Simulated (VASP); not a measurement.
# NbIn2P3 (P4mm) in VASP: a series of runs, part 2 of 3

VASP 6.6.1.

**4. Relaxation of cell and atoms, PBE**

This run uses another cell than the first one, of 20.47 Å³/atom.

The input, INCAR:

```
SYSTEM = NbIn2P3
PREC     = Accurate       ! precision mode
ENCUT    = 600            ! plane-wave cutoff, eV
EDIFF    = 1E-6           ! SCF threshold, eV
ISMEAR   = 0              ! smearing method
SIGMA    = 0.1            ! smearing width, eV
LREAL    = .FALSE.        ! projectors in reciprocal space
LASPH    = .TRUE.         ! aspherical terms in the spheres
NELM     = 80             ! most SCF steps
ALGO     = Normal         ! electronic algorithm
ISIF     = 3              ! what is computed and relaxed
LWAVE    = .FALSE.        ! write WAVECAR
LCHARG   = .FALSE.        ! write CHGCAR
GGA      = PE             ! functional
IBRION   = 2              ! ionic algorithm
NSW      = 90             ! ionic steps
EDIFFG   = -0.04          ! ionic threshold
```

The input, KPOINTS:

```
regular mesh
0
G
  4 4 2
  0 0 0
```

The input, POSCAR:

```
NbIn2P3
1.0
    3.8063466900      0.0000000000      0.0000000000
    0.0000000000      3.8063466900      0.0000000000
    0.0000000000      0.0000000000      8.4768770100
Nb In P
1 2 3
Direct
    0.0000000000      0.0000000000      0.3112244600
    0.0000000000      0.5000000000      0.5715326700
    0.5000000000      0.0000000000      0.5715326700
    0.0000000000      0.5000000000      0.1433342300
    0.5000000000      0.0000000000      0.1433342300
    0.5000000000      0.5000000000      0.5141060300
```

Potentials or basis: VASP PAW PBE potentials, release 64 (Nb_sv, In_d, P).

Launch:

```
$ cat potpaw_PBE.64/Nb_sv/POTCAR potpaw_PBE.64/In_d/POTCAR potpaw_PBE.64/P/POTCAR > POTCAR
$ mpirun -np 1 vasp_std > vasp.out
```

OUTCAR:

```text
SYSTEM = NbIn2P3
   PREC = Accurate
   ENCUT = 600
   EDIFF = 1E-6
   ISMEAR = 0
   LREAL = .FALSE.
   LASPH = .TRUE.
   NELM = 80
   ISIF = 3
   GGA = PE
   IBRION = 2
   NSW = 90
   EDIFFG = -0.04

 ion  position               nearest neighbor table
   1  0.000  0.000  0.311-   4 2.38   5 2.38   4 2.38   5 2.38   2 2.91   2 2.91   3 2.91   3 2.91

   2  0.000  0.500  0.572-   6 1.96   6 1.96   3 2.69   3 2.69   3 2.69   3 2.69   1 2.91   1 2.91

   3  0.500  0.000  0.572-   6 1.96   6 1.96   2 2.69   2 2.69   2 2.69   2 2.69   1 2.91   1 2.91

   4  0.000  0.500  0.143-   1 2.38   1 2.38   5 2.69   5 2.69   5 2.69   5 2.69
   5  0.500  0.000  0.143-   1 2.38   1 2.38   4 2.69   4 2.69   4 2.69   4 2.69
   6  0.500  0.500  0.514-   2 1.96   3 1.96   3 1.96   2 1.96

  LATTYP: Found a simple tetragonal cell.
 ALAT       =     3.8063466900
 C/A-ratio  =     2.2270375508

  Lattice vectors:

 A1 = (   3.8063466900,   0.0000000000,   0.0000000000)
 A2 = (   0.0000000000,   3.8063466900,   0.0000000000)
 A3 = (   0.0000000000,   0.0000000000,   8.4768770100)

Analysis of symmetry for initial positions (statically):
=====================================================================
[... 159 lines left out ...]

 number of electron      53.9999988 magnetization

 Free energy of the ion-electron system (eV)
  ---------------------------------------------------
  ext. energy  EPLUGINS =         0.00000000
  ---------------------------------------------------
  free energy    TOTEN  =       -14.64334199 eV

  energy without entropy =      -14.62135405  energy(sigma->0) =      -14.63234802

------------------------ aborting loop because EDIFF is reached ----------------------------------------

  FORCE on cell =-STRESS in cart. coord.  units (eV):
  Direction    XX          YY          ZZ          XY          YZ          ZX
  --------------------------------------------------------------------------------------
  -------------------------------------------------------------------------------------
  Total       61.8884261     61.8884261     17.7222874      0.0000000      0.0000000     -0.0000000
  in kB      807.3604193    807.3604193    231.1946562      0.0000000      0.0000000     -0.0000000
  external PRESSURE =     615.3051650 kB  Pullay stress =       0.0000000 kB
[... 958 lines left out ...]
     31       8.9988      0.00000
     32       9.3130      0.00000

[... ionic steps 4 to 63 ...]

--------------------------------------- Ionic step       64  -------------------------------------------

 number of electron      53.9999986 magnetization

------------------------ aborting loop because EDIFF is reached ----------------------------------------
[... 75 lines left out ...]
--------------------------------------- Ionic step       66  -------------------------------------------

 number of electron      53.9999987 magnetization

 Free energy of the ion-electron system (eV)
  ---------------------------------------------------
  ext. energy  EPLUGINS =         0.00000000
  ---------------------------------------------------
  free energy    TOTEN  =       -30.53149552 eV

  energy without entropy =      -30.51901958  energy(sigma->0) =      -30.52525755

 E-fermi :   8.3541     XC(G=0): -10.7082

 val. band max:        8.3061979274   @ k =   0.0000   0.0000   0.0000
 cond. band min:       8.3801774150   @ k =   0.5000   0.0000   0.0000
 fundamental gap:      0.0739794876
 Fermi energy:         8.3541076582
[... 451 lines left out ...]
  FREE ENERGIE OF THE ION-ELECTRON SYSTEM (eV)
  ---------------------------------------------------
  free  energy   TOTEN  =       -30.5314955164 eV

  energy  without entropy=      -30.5190195815  energy(sigma->0) =      -30.52525755

 reached required accuracy - stopping structural energy minimisation
```

CONTCAR:

```text
NbIn2P3
   1.00000000000000
     3.8220500412365670   -0.0000000000000000    0.0000000000000000
     0.0000000000000000    3.8220500412365670   -0.0000000000000000
     0.0000000000000000   -0.0000000000000000    8.2820564181526617
  Nb              In              P
     1     2     3
Direct
     0.0000000000000000    0.0000000000000000    0.2926209881053297
     0.0000000000000000    0.5000000000000000    0.7084743849374719
     0.5000000000000000    0.0000000000000000    0.7084743849374719
     0.0000000000000000    0.5000000000000000    0.0769435853253437
     0.5000000000000000    1.0000000000000000    0.0769435853253437
     0.5000000000000000    0.5000000000000000    0.3916073613690468

  0.00000000E+00  0.00000000E+00  0.00000000E+00
  0.00000000E+00  0.00000000E+00  0.00000000E+00
  0.00000000E+00  0.00000000E+00  0.00000000E+00
  0.00000000E+00  0.00000000E+00  0.00000000E+00
  0.00000000E+00  0.00000000E+00  0.00000000E+00
  0.00000000E+00  0.00000000E+00  0.00000000E+00
```

Run time: 47 min. Hardware: 1 thread of Intel Xeon Platinum 8259CL at 2.50GHz (Skylake/Cascade Lake), shared host; peak memory 0.29 GiB.

Results:

* Free energy: -30.5315 eV
* Relaxed volume: 20.16 Å³/atom
* Relaxed cell: a = 3.822 Å, b = 3.822 Å, c = 8.282 Å, α = 90.00°, β = 90.00°, γ = 90.00°
* Space group after relaxing (to 0.1 Å): P4mm (No. 99)
* Energy gained by relaxing: 2648.0 meV/atom
* Ionic steps: 66
* Pressure after relaxing: 0.2 GPa
* Largest force after relaxing: 0.016 eV/Å
* Band gap on the k mesh: zero (bands 27 and 28 overlap by 1.99 eV)

Forces in eV/Å, atoms in the order of the input:
```
Nb   0.000  0.000  0.013
In   0.000  0.000  0.003
In   0.000  0.000  0.003
P    0.000  0.000 -0.002
P    0.000  0.000 -0.002
P    0.000  0.000 -0.016
```

The path:
```csv
step,energy change (eV),largest force (eV/Å),pressure (GPa),volume (Å³)
1,0.0000,11.8480,61.53,122.82
3,-11.5847,3.2579,-5.00,192.91
5,-11.7086,3.2103,-2.08,180.92
7,-12.9253,2.4860,-2.17,176.02
9,-13.8279,0.9944,1.39,164.28
11,-13.9787,0.3076,-1.87,170.71
13,-14.4732,2.9336,2.22,148.56
15,-14.7274,3.2743,2.45,144.99
17,-14.7244,1.7113,5.89,128.55
19,-15.1428,1.5631,3.11,133.84
21,-15.1535,1.5059,2.78,134.88
23,-15.3521,1.1363,-3.30,142.91
25,-15.6215,0.6985,-2.81,137.72
27,-15.6446,0.9586,-2.41,136.13
29,-15.6951,0.2948,0.34,131.86
31,-15.7071,0.2174,-0.16,132.72
33,-15.7227,0.0837,-0.59,132.35
35,-15.7382,0.1895,1.19,127.84
37,-15.7456,0.1958,1.32,126.99
39,-15.7753,0.2852,2.08,123.18
41,-15.7878,0.4116,3.06,119.72
43,-15.8288,0.4838,1.95,118.89
45,-15.8307,0.5042,1.77,118.66
47,-15.8405,0.4684,1.27,119.25
49,-15.8463,0.2989,-2.00,125.35
51,-15.8653,0.2278,-0.38,122.40
53,-15.8696,0.1187,0.19,122.08
55,-15.8735,0.0737,-0.38,122.79
57,-15.8774,0.1154,0.25,121.65
59,-15.8817,0.1149,-0.11,121.56
61,-15.8836,0.1119,-0.01,121.15
63,-15.8845,0.0823,0.29,120.58
65,-15.8876,0.0888,-0.18,121.29
66,-15.8882,0.0161,0.20,120.98
```

Final structure:
```xyz
6
Lattice="3.8221 0.0000 0.0000 0.0000 3.8221 0.0000 0.0000 0.0000 8.2821" Properties=species:S:1:pos:R:3 pbc="T T T"
Nb    0.0000    0.0000    2.4235
In    0.0000    1.9110    5.8676
In    1.9110    0.0000    5.8676
P     0.0000    1.9110    0.6373
P     1.9110    3.8221    0.6373
P     1.9110    1.9110    3.2433
```

Levels at points of the mesh, in eV from the Fermi level:
```csv
k point,band 23,band 24,band 25,band 26,band 27,band 28,band 29,band 30,band 31,band 32
"(0.00, 0.00, 0.00)",-2.24,-1.77,-1.77,-0.05,0.70,0.70,0.79,1.52,1.74,1.74
"(0.50, 0.00, 0.00)",-2.60,-2.08,-1.49,-0.74,-0.53,0.03,0.46,1.42,1.45,1.66
"(0.50, 0.50, 0.00)",-3.62,-3.62,-3.55,-1.34,-1.34,-0.44,0.72,0.73,1.70,2.72
"(0.00, 0.00, 0.50)",-1.70,-1.70,-1.14,-0.05,0.42,0.48,0.48,1.65,2.00,2.00
"(0.50, 0.00, 0.50)",-2.85,-2.54,-1.43,-0.78,-0.60,0.57,0.63,1.81,2.00,2.20
"(0.50, 0.50, 0.50)",-3.45,-3.16,-3.16,-1.86,-1.86,-1.29,0.72,1.01,2.30,2.78
```

Caveat: the k points lie up to 0.41 Å⁻¹ apart in the final cell, too coarse for converged energies and pressures of a metal; spin-orbit coupling is left out, which moves the levels of the heavy elements.

(Continued in part 3 of 3.)

The gap in the log of VASP goes by the Fermi energy; the results here count the filled bands.